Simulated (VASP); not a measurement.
# PtPb (P6_3/mmc) in VASP: notebook

The runs below take PtPb through electric field gradients, with LDA.

All numbers are computed with VASP 6.6.1; they aren't measurements. Logs are shortened: lines on timing, memory, paths and dates and some standing lists are left out, and cuts for length are marked.

### 1 The cell of the first run

The structure is hexagonal, space group P6_3/mmc (No. 194). The conventional cell has a = 4.250 Å, b = 4.250 Å, c = 5.456 Å, α = 90.00°, β = 90.00°, γ = 120.00°. Within 3.7 Å of Pt (site symmetry -6m2) lie 6 Pb at 2.81 Å and 6 Pt at 3.67 Å. Pb (site symmetry -3m) has 2 Pb at 2.73 Å and 6 Pt at 2.81 Å within 3.6 Å.

### 2 Electric field gradients, LDA

INCAR

```
PREC = Accurate ; ENCUT = 520
EDIFF = 1E-8 ; ISMEAR = -1
SIGMA = 0.05 ; LREAL = F
LASPH = T ; NELM = 60
ALGO = Normal ; ISIF = 2
LWAVE = F ; LCHARG = F
GGA = CA ; LEFG = T
NBANDS = 32
```

KPOINTS

```
Automatic mesh
0
Gamma
  10 10 7
```

POSCAR

```
PtPb
1.0
    4.2500008807      0.0000000000      0.0000000000
   -2.1250004404      3.6806087288      0.0000000000
    0.0000000000      0.0000000000      5.4560000000
Pt Pb
2 2
Direct
    0.3333333333      0.6666666667      0.2500000000
    0.6666666667      0.3333333333      0.7500000000
    0.0000000000      0.0000000000      0.0000000000
    0.0000000000      0.0000000000      0.5000000000
```

Potentials or basis: VASP PAW LDA potentials, release 64 (Pt, Pb_d).

Started as:

```
> cat potpaw_LDA.64/Pt/POTCAR potpaw_LDA.64/Pb_d/POTCAR > POTCAR
> mpirun -np 1 vasp_std > vasp.out
```

OUTCAR:

```text
PREC = Accurate
   ENCUT = 520
   EDIFF = 1E-8
   ISMEAR = -1
   LREAL = F
   LASPH = T
   NELM = 60
   ISIF = 2
   GGA = CA

 ion  position               nearest neighbor table
   1  0.333  0.667  0.250-   3 2.81   4 2.81   3 2.81   4 2.81   3 2.81   4 2.81
   2  0.667  0.333  0.750-   3 2.81   4 2.81   3 2.81   4 2.81   3 2.81   4 2.81
   3  0.000  0.000  0.000-   4 2.73   4 2.73   1 2.81   2 2.81   2 2.81   1 2.81   2 2.81   1 2.81

   4  0.000  0.000  0.500-   3 2.73   3 2.73   1 2.81   2 2.81   2 2.81   1 2.81   2 2.81   1 2.81

  LATTYP: Found a hexagonal cell.
 ALAT       =     4.2500008807
 C/A-ratio  =     1.2837644399

  Lattice vectors:

 A1 = (   4.2500008807,   0.0000000000,   0.0000000000)
 A2 = (  -2.1250004404,   3.6806087288,   0.0000000000)
 A3 = (   0.0000000000,   0.0000000000,   5.4560000000)

Analysis of symmetry for initial positions (statically):
=====================================================================
 Subroutine PRICEL returns:
 Original cell was already a primitive cell.

 Routine SETGRP: Setting up the symmetry group for a
 hexagonal supercell.

 Subroutine GETGRP returns: Found 24 space group operations
 (whereof 12 operations were pure point group operations)
 out of a pool of 24 trial point group operations.

The static configuration has the point symmetry D_3d.
 The point group associated with its full space group is D_6h.

Analysis of symmetry for dynamics (positions and initial velocities):
=====================================================================
 Subroutine PRICEL returns:
 Original cell was already a primitive cell.

 Routine SETGRP: Setting up the symmetry group for a
 hexagonal supercell.

 Subroutine GETGRP returns: Found 24 space group operations
 (whereof 12 operations were pure point group operations)
 out of a pool of 24 trial point group operations.

The dynamic configuration has the point symmetry D_3d.
 The point group associated with its full space group is D_6h.

 Subroutine INISYM returns: Found 24 space group operations
 (whereof 12 operations are pure point group operations),
 and found     1 'primitive' translations

----------------------------------------------------------------------------------------

                                     Primitive cell

  volume of cell :      85.3460

  direct lattice vectors                    reciprocal lattice vectors
     4.250000881  0.000000000  0.000000000     0.235294069  0.135847094  0.000000000
    -2.125000440  3.680608729  0.000000000     0.000000000  0.271694188  0.000000000
     0.000000000  0.000000000  5.456000000     0.000000000  0.000000000  0.183284457

  length of vectors
     4.250000881  4.250000881  5.456000000     0.271694188  0.271694188  0.183284457

  position of ions in fractional coordinates (direct lattice)
     0.333333333  0.666666667  0.250000000
     0.666666667  0.333333333  0.750000000
     0.000000000  0.000000000  0.000000000
     0.000000000  0.000000000  0.500000000

  ion indices of the primitive-cell ions
   primitive index   ion index
                 1           1
                 2           2
                 3           3
                 4           4

----------------------------------------------------------------------------------------

 KPOINTS: Automatic mesh

Automatic generation of k-mesh.
 Grid dimensions read from file:
 generate k-points for:   10   10    7

 Generating k-lattice:

  Cartesian coordinates                     Fractional coordinates (reciprocal lattice)
     0.023529407  0.013584709  0.000000000     0.100000000 -0.000000000  0.000000000
     0.000000000  0.027169419  0.000000000     0.000000000  0.100000000  0.000000000
     0.000000000  0.000000000  0.026183494     0.000000000  0.000000000  0.142857143

[... 42 lines left out ...]
   dimension x,y,z NGXF=    64 NGYF=   64 NGZF=   84
   ions per type =               2   2
   NGX,Y,Z   is equivalent  to a cutoff of  12.52, 12.52, 12.80 a.u.
   NGXF,Y,Z  is equivalent  to a cutoff of  25.03, 25.03, 25.60 a.u.
 SYSTEM =  unknown system
   PREC   = accura    normal or accurate (medium, high low for compatibility)
   ISTART =      0    job   : 0-new  1-cont  2-samecut
   ICHARG =      2    charge: 1-file 2-atom 10-const
   ISPIN  =      1    spin polarized calculation?
   LNONCOLLINEAR =      F non collinear calculations
   LSORBIT =      F    spin-orbit coupling
   LASPH  =      T    aspherical Exc in radial PAW
   ENCUT  =  520.0 eV  38.22 Ry    6.18 a.u.   7.90  7.90 10.14*2*pi/ulx,y,z
   NELM   =     60;   NELMIN=  2; NELMDL= -5     # of ELM steps
   EDIFF  = 0.1E-07   stopping-criterion for ELM
   LREAL  =      F    real-space projection
   EDIFFG = 0.1E-06   stopping-criterion for IOM
   NSW    =      0    number of steps for IOM
   IBRION =     -1    ionic relax: 0-MD 1-quasi-New 2-CG
   NFREE  =      0    steps in history (QN), initial steepest desc. (CG)
   ISIF   =      2    stress and relaxation
   ISYM   =      2    0-nonsym 1-usesym 2-fastsym
   POTIM  = 0.5000    time-step for ionic-motion
   TEBEG  =    0.0;   TEEND  =   0.0 temperature during run
   PSTRESS=    0.0 pullay stress
   NELECT =      48.0000    total number of electrons
   NUPDOWN=      -1.0000    fix difference up-down
   EMIN   =  10.00;   EMAX   =-10.00  energy-range for DOS
   EFERMI =   0.00;   METHOD = LEGACY
   ISMEAR =    -1;   SIGMA  =   0.05  broadening in eV -4-tet -1-fermi 0-gaus
   EFERMI_NEDOS =   21; number of points for ismear=-14 and -15
   IALGO  =     38    algorithm
   IMIX   =      4    mixing-type and parameters
     AMIX     =   0.40;   BMIX     =  1.00
     AMIX_MAG =   1.60;   BMIX_MAG =  1.00
  volume/ion in A,a.u.               =      21.34       143.99
  Fermi-wavevector in a.u.,A,eV,Ry     =   1.351328  2.553640 24.845441  1.826088
  Thomas-Fermi vector in A             =   2.478759
   LORBIT       =      0    0 simple, 1 ext, 2 COOP (PROOUT), +10 PAW based schemes
   GGA     = CA    functional components
   LHFCALC =     F    Hartree Fock is set to
   AEXX    =    0.0000 exact exchange contribution
   IVDW    =     0    specifies the selected vdW correction
   LEPSILON=     F    determine dielectric tensor
   LRPA    =     F    only Hartree local field effects (RPA)
 non-spin polarized calculation
  energy-cutoff  :      520.00
  volume of cell :       85.35
 maximum number of plane-waves:      2315
 NGX is ok and might be reduce to    32
   NGX = 15   NGY = 15   NGZ = 21

 number of electron      47.9999994 magnetization

 Free energy of the ion-electron system (eV)
  ---------------------------------------------------
  ext. energy  EPLUGINS =         0.00000000
  ---------------------------------------------------
  free energy    TOTEN  =       -21.68180989 eV

  energy without entropy =      -21.66136806  energy(sigma->0) =      -21.67158898

 E-fermi :   8.7328     XC(G=0): -11.8042

 val. band max:        8.7244873002   @ k =   0.3000   0.1000   0.1429
 cond. band min:       8.7539775403   @ k =   0.2000   0.2000   0.1429
 fundamental gap:      0.0294902401
 Fermi energy:         8.7328102018

 k-point     1 :       0.0000    0.0000    0.0000
  band No.  band energies     occupation
      1      -9.5968      2.00000
      2      -8.8399      2.00000
      3      -8.8399      2.00000
      4      -8.2879      2.00000
      5      -8.2879      2.00000
      6      -8.2421      2.00000
[... 829 lines left out ...]
     31      16.1197      0.00000
     32      18.5718      0.00000

 [... further k-points ...]

------------------------ aborting loop because EDIFF is reached ----------------------------------------

  FORCE on cell =-STRESS in cart. coord.  units (eV):
  Direction    XX          YY          ZZ          XY          YZ          ZX
  --------------------------------------------------------------------------------------
  -------------------------------------------------------------------------------------
  Total       -1.0205689     -1.0205689     13.0123894      0.0000000      0.0000000     -0.0000000
  in kB      -19.1588688    -19.1588688    244.2781367      0.0000000      0.0000000     -0.0000000
  external PRESSURE =      68.6534664 kB  Pullay stress =       0.0000000 kB

 VOLUME and BASIS-vectors are now :
 -----------------------------------------------------------------------------
  energy-cutoff  :      520.00
  volume of cell :       85.35
      direct lattice vectors                 reciprocal lattice vectors
     4.250000881  0.000000000  0.000000000     0.235294069  0.135847094  0.000000000
    -2.125000440  3.680608729  0.000000000     0.000000000  0.271694188  0.000000000
     0.000000000  0.000000000  5.456000000     0.000000000  0.000000000  0.183284457

 POSITION                                       TOTAL-FORCE (eV/Angst)
 -----------------------------------------------------------------------------------
     -0.00000      2.45374      1.36400        -0.000000      0.000000      0.000000
      2.12500      1.22687      4.09200         0.000000     -0.000000      0.000000
      0.00000      0.00000      0.00000         0.000000      0.000000     -0.000000
      0.00000      0.00000      2.72800         0.000000      0.000000     -0.000000
 -----------------------------------------------------------------------------------
    total drift:                               -0.000000      0.000000      0.000000

  FREE ENERGIE OF THE ION-ELECTRON SYSTEM (eV)
  ---------------------------------------------------
  free  energy   TOTEN  =       -21.6818098942 eV

  energy  without entropy=      -21.6613680596  energy(sigma->0) =      -21.67158898

 Electric field gradients (V/A^2)
---------------------------------------------------------------------
 ion       V_xx      V_yy      V_zz      V_xy      V_xz      V_yz
---------------------------------------------------------------------
   1     -33.612   -33.611    67.223     0.000    -0.000     0.000
   2     -33.612   -33.611    67.223     0.000     0.000    -0.000
   3      -6.119    -6.117    12.236     0.002     0.000    -0.000
   4      -6.119    -6.117    12.236     0.002    -0.000     0.000
---------------------------------------------------------------------

 Electric field gradients after diagonalization (V/A^2)
 (convention: |V_zz| > |V_xx| > |V_yy|)
----------------------------------------------------------------------
 ion       V_xx      V_yy      V_zz     asymmetry (V_yy - V_xx)/ V_zz
----------------------------------------------------------------------
   1     -33.612   -33.611    67.223       0.000
   2     -33.612   -33.611    67.223       0.000
   3      -6.120    -6.116    12.236       0.000
   4      -6.120    -6.116    12.236       0.000
----------------------------------------------------------------------

           NMR quadrupolar parameters

 Cq : quadrupolar parameter    Cq=e*Q*V_zz/h
 eta: asymmetry parameters     (V_yy - V_xx)/ V_zz
 Q  : nuclear electric quadrupole moment in mb (millibarn)
----------------------------------------------------------------------
 ion       Cq(MHz)       eta       Q (mb)
----------------------------------------------------------------------
   1       0.163       0.000       1.000
   2       0.163       0.000       1.000
   3       0.030       0.000       1.000
   4       0.030       0.000       1.000
----------------------------------------------------------------------
```

Wall time 2.9 min (1 thread of AMD EPYC 7R43 (Zen 3), shared host); peak memory 0.22 GiB.

What came out:

| Item | Value |
| --- | --- |
| Free energy | -21.6818 eV |
| Pressure | 6.9 GPa |
| Band gap on the k mesh | zero (band 24 reaches 10.80 eV, above the bottom of band 25 at 7.94 eV) |

Levels at points of the mesh, in eV from the Fermi level:
```tsv
k point	band 21	band 22	band 23	band 24	band 25	band 26	band 27	band 28
(0.00, 0.00, 0.00)	-2.64	-2.33	-1.36	1.98	3.30	3.30	5.34	5.56
(0.50, 0.00, 0.00)	-2.04	-1.80	-0.94	-0.84	-0.17	0.77	0.79	5.54
```

Electric field gradients, principal values (V/Å²):
```
atom    least   middle  greatest (by size)
1 Pt  -33.611  -33.612              67.223
2 Pt  -33.611  -33.612              67.223
3 Pb   -6.116   -6.120              12.236
4 Pb   -6.116   -6.120              12.236
```

Caveat: without QUAD_EFG the Cq values of the log hold for a quadrupole moment of 1 mb, not for the nuclei; spin-orbit coupling is left out, which moves the levels of the heavy elements.

(Part 1 of 3 ends here.)
